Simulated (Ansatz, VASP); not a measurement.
TiO2: VASP beside Ansatz

File INCAR:

```
SYSTEM = TiO2
ALGO = Normal
EDIFF = 1E-8
ENCUT = 520
GGA = PE
ISIF = 2
ISMEAR = -1
LASPH = .True.
LCHARG = .False.
LEFG = .True.
LREAL = .False.
LWAVE = .False.
NBANDS = 60
NELM = 100
PREC = Accurate
SIGMA = 0.02
```

File KPOINTS:

```
k-points
0
Gamma
  5 4 4
  0 0 0
```

POSCAR

```
TiO2
1.0
    4.4539790062      0.0000000000      0.0000000000
    0.0000000000      5.4227071090      0.0000000000
    0.0000000000      0.0000000000      4.8722485740
Ti O
4 8
Direct
    0.0000000000      0.1745283019      0.2500000000
    0.5000000000      0.3254716981      0.7500000000
    0.0000000000      0.8254716981      0.7500000000
    0.5000000000      0.6745283019      0.2500000000
    0.2703969330      0.3819147933      0.4196939629
    0.2296030670      0.1180852067      0.9196939629
    0.7703969330      0.1180852067      0.5803060371
    0.7296030670      0.3819147933      0.0803060371
    0.7296030670      0.6180852067      0.5803060371
    0.7703969330      0.8819147933      0.0803060371
    0.2296030670      0.8819147933      0.4196939629
    0.2703969330      0.6180852067      0.9196939629
```

Input for Ansatz:

```yaml
crystal:
  lattice:
    - [4.4539790062, 0.0, 0.0]
    - [0.0, 5.422707109, 0.0]
    - [0.0, 0.0, 4.872248574]
  atoms:
    - { symbol: Ti, position: [0.0, 0.1745283019, 0.25] }
    - { symbol: Ti, position: [0.5, 0.3254716981, 0.75] }
    - { symbol: Ti, position: [0.0, 0.8254716981, 0.75] }
    - { symbol: Ti, position: [0.5, 0.6745283019, 0.25] }
    - { symbol: O, position: [0.270396933, 0.3819147933, 0.4196939629] }
    - { symbol: O, position: [0.229603067, 0.1180852067, 0.9196939629] }
    - { symbol: O, position: [0.770396933, 0.1180852067, 0.5803060371] }
    - { symbol: O, position: [0.729603067, 0.3819147933, 0.0803060371] }
    - { symbol: O, position: [0.729603067, 0.6180852067, 0.5803060371] }
    - { symbol: O, position: [0.770396933, 0.8819147933, 0.0803060371] }
    - { symbol: O, position: [0.229603067, 0.8819147933, 0.4196939629] }
    - { symbol: O, position: [0.270396933, 0.6180852067, 0.9196939629] }
kpoints:
  mp_grid: { grid: [5, 4, 4] }
scf:
  occupations: { method: fermi_dirac, width: 0.02 }
hamiltonian:
  xc: pbe
  pseudopotentials: { kind: paw, frozen_core: stored }
output:
  forces: true
  stress: true
  populations: true
  efg: { quadrupole_moments_barn: { Ti: 0.247, O: -0.02558 } }
```

Change from the starting cell: volume scaled by 0.96.

Alike in both runs: task electric field gradients; functional PBE; k mesh 5 × 4 × 4; occupations fermi-dirac, width 0.02 eV; no spin polarisation.

|  | VASP | Ansatz |
| --- | --- | --- |
| version | VASP 6.6.1 | Ansatz 0.2.0 |
| potentials or method | VASP PAW PBE potentials, release 64 (Ti_sv, O) | plane-wave PAW, scalar-relativistic |
| plane-wave cutoff (eV) | 520 | 420 |
| valence electrons in the cell | 96 | 96 |

Ansatz gave:

```
gap on the k mesh at the Fermi level (eV)                     : 2.78
pressure (GPa)                                                : 16.4
traceless stress, the component that is largest in VASP (GPa) : -1.44
rms of the force components (eV/Å)                            : 0.088
size of Vzz on the site where it differs most (V/Å²)          : 26.3
```

**Question.** Estimate VASP's values.

**Answer.** gap on the k mesh at the Fermi level (eV): 2.75; pressure (GPa): 17.1; traceless stress, the component that is largest in VASP (GPa): -1.35; rms of the force components (eV/Å): 0.106; size of Vzz on the site where it differs most (V/Å²): 24.0.

Atom by atom the forces differ by 0.020 eV/Å (rms over components).
